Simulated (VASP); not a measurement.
Wanted: the native input for a VASP 6.6.1 run.

```yaml
Task: single point
Functional: r2SCAN
Potentials_or_basis: VASP PAW PBE potentials, release 64 (P)
Cutoff: 520 eV
k_mesh: 6 × 6 × 4
Occupations: gaussian, width 0.1 eV
Spin: no spin polarisation
Dipole_correction: no
Further_INCAR_settings: ALGO = Normal; EDIFF = 1e-07; NBANDS = 18
```

P:

```
P
1.0
     1.65491   -5.49863    0.00000
     1.65491    5.49863    0.00000
     0.00000    0.00000    4.54428
P
4
Direct
  0.09551 0.90449 0.08803
  0.59551 0.40449 0.41197
  0.90449 0.09551 0.91197
  0.40449 0.59551 0.58803
```

The input as run:

POSCAR

```
P
1.0
    1.6549061657     -5.4986313590      0.0000000000
    1.6549061657      5.4986313590      0.0000000000
    0.0000000000      0.0000000000      4.5442754559
P
4
Direct
    0.0955074974      0.9044925026      0.0880298318
    0.5955074974      0.4044925026      0.4119701682
    0.9044925026      0.0955074974      0.9119701682
    0.4044925026      0.5955074974      0.5880298318
```

INCAR.step1

```
ALGO     = Normal         # electronic algorithm
EDIFF    = 1E-4           # SCF threshold, eV
ENCUT    = 520            # plane-wave cutoff, eV
GGA      = PE             # functional
ISMEAR   = 0              # smearing method
LASPH    = T              # aspherical terms in the spheres
LCHARG   = F              # write CHGCAR
LREAL    = F              # projectors in reciprocal space
LWAVE    = T              # write WAVECAR
NBANDS   = 18             # bands
NELM     = 80             # most SCF steps
PREC     = Accurate       # precision mode
SIGMA    = 0.1            # smearing width, eV
```

INCAR.step2

```
ALGO     = Normal         # electronic algorithm
EDIFF    = 1E-7           # SCF threshold, eV
ENCUT    = 520            # plane-wave cutoff, eV
ISIF     = 2              # what is computed and relaxed
ISMEAR   = 0              # smearing method
ISTART   = 1            
LASPH    = T              # aspherical terms in the spheres
LCHARG   = F              # write CHGCAR
LMIXTAU  = T            
LREAL    = F              # projectors in reciprocal space
LWAVE    = F              # write WAVECAR
METAGGA  = R2SCAN         # meta-GGA
NBANDS   = 18             # bands
NELM     = 80             # most SCF steps
PREC     = Accurate       # precision mode
SIGMA    = 0.1            # smearing width, eV
```

KPOINTS

```
k-points
0
Gamma
  6 6 4
```

Potentials or basis: VASP PAW PBE potentials, release 64 (P).

Run with:

```sh
$ cat potpaw_PBE.64/P/POTCAR > POTCAR
$ cp INCAR.step1 INCAR
$ mpirun -np 1 vasp_std > vasp.out
$ cp INCAR.step2 INCAR
$ mpirun -np 1 vasp_std > vasp.out
```

It gave:

| Property | Result |
| --- | --- |
| Pressure | -0.7 GPa |
| Largest force | 0.105 eV/Å |
| Band gap on the k mesh | 0.29 eV |

Caveat: the PAW data sets were made with another functional, which shifts forces and pressure a little.

It took 8.2 min on 1 thread of Oxide Virtual Turin-like Processor (shared host), peak memory 0.27 GiB.
